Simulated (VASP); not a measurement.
Write the native input for VASP 6.6.1 that does the following.

```
Task                   : single point
Functional             : PBEsol
Potentials or basis    : VASP PAW PBE potentials, release 64 (Yb)
Cutoff                 : 520 eV
k mesh                 : 7 × 7 × 7
Occupations            : gaussian, width 0.05 eV
Spin                   : no spin polarisation
Dipole correction      : no
Further INCAR settings : ALGO = Normal; EDIFF = 1e-07; NBANDS = 18
```

The structure of Yb lies in POSCAR:

```
Yb
1.0
    3.5872280912      0.0000000000      0.0000000000
    1.7936140456      3.1066306561      0.0000000000
    1.7936140456      1.0355435520      2.9289594715
Yb
1
Direct
    0.0000000000      0.0000000000      0.0000000000
```

The input as run:

INCAR

```
SYSTEM = Yb
PREC = Accurate
ENCUT = 520
EDIFF = 1E-7
ISMEAR = 0
SIGMA = 0.05
LREAL = .FALSE.
LASPH = .TRUE.
NELM = 100
ALGO = Normal
ISIF = 2
LWAVE = .FALSE.
LCHARG = .FALSE.
GGA = PS
NBANDS = 18
```

KPOINTS

```
Automatic mesh
0
G
  7 7 7
  0 0 0
```

Potentials or basis: VASP PAW PBE potentials, release 64 (Yb).

Command:

```bash
$ cat potpaw_PBE.64/Yb/POTCAR > POTCAR
$ mpirun -np 1 vasp_std > vasp.out
```

It gave:

```yaml
Pressure: -0.4 GPa
Band_gap_on_the_k_mesh: 0.06 eV, indirect (least direct gap 0.17 eV)
```

Caveat: the PAW data sets were made with another functional, which shifts forces and pressure a little; spin-orbit coupling is left out, which moves the levels of the heavy elements.

Run time: 34 s on 1 thread of AMD EPYC 7R43 64-Core Processor (Zen 3) (shared host), peak memory 0.13 GiB.
